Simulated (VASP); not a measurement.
The system is CdTe.

```
CELL_PARAMETERS angstrom
0.00000 3.24718 3.24718
3.24718 0.00000 3.24718
3.24718 3.24718 0.00000
ATOMIC_POSITIONS crystal
Te 0.75000 0.75000 0.75000
Cd 0.00000 0.00000 0.00000
```

Base run:

- Program: VASP 6.6.1
- Functional: PBEsol
- Potentials or basis: VASP PAW PBE potentials, release 64 (Te, Cd)
- Cutoff: 520 eV
- k mesh: 7 × 7 × 7
- Occupations: fermi-dirac, width 0.05 eV
- Spin: no spin polarisation

Its results: band gap on the k mesh 0.64 eV, direct; pressure 0.1 GPa.

Q: The run is repeated on the same cell with these changes: functional from PBEsol to PBE; further incar settings from ALGO = Normal; EDIFF = 1e-07; NBANDS = 16 to ALGO = Normal; EDIFF = 1e-06; NBANDS = 16. What comes out?

A: Band gap on the k mesh 0.75 eV, direct; pressure 2.4 GPa.

Caveats: spin-orbit coupling is left out, which moves the levels of the heavy elements; the PAW data sets were made with another functional, which shifts forces and pressure a little (some runs).

